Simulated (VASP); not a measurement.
Ti12H (a cell with a defect), 13 atoms in the cell. The cell holds a defect, 13 atoms: a = 5.900 Å, b = 8.850 Å, c = 4.685 Å, α = 90.00°, β = 90.00°, γ = 120.00°. 

- Program: VASP 6.6.1
- Task: relaxation of the atoms
- Functional: PBE
- Dispersion: D3(BJ)
- Potentials or basis: VASP PAW PBE potentials, release 64 (Ti_sv, H)
- Cutoff: 520 eV
- k mesh: 3 × 2 × 4
- Occupations: gaussian, width 0.1 eV
- Spin: no spin polarisation
- Dipole correction: no
- Further INCAR settings: ALGO = Normal; EDIFF = 1e-06; IBRION = 2; EDIFFG = -0.03; NSW = 80

Potentials or basis: VASP PAW PBE potentials, release 64 (Ti_sv, H).

The run is started by

```bash
$ cat potpaw_PBE.64/Ti_sv/POTCAR potpaw_PBE.64/H/POTCAR > POTCAR
$ mpirun -np 1 vasp_std > vasp.out
```

Hardware: 1 thread of Intel(R) Xeon(R) 6975P-C (Granite Rapids) (shared host).

Task: Estimate the wall time of this run.

Result: Run time: 31 min on 1 thread of Intel(R) Xeon(R) 6975P-C (Granite Rapids), with other jobs on the host, peak memory 0.45 GiB. Counts: scf iterations 123, k points 14, ion steps 10.
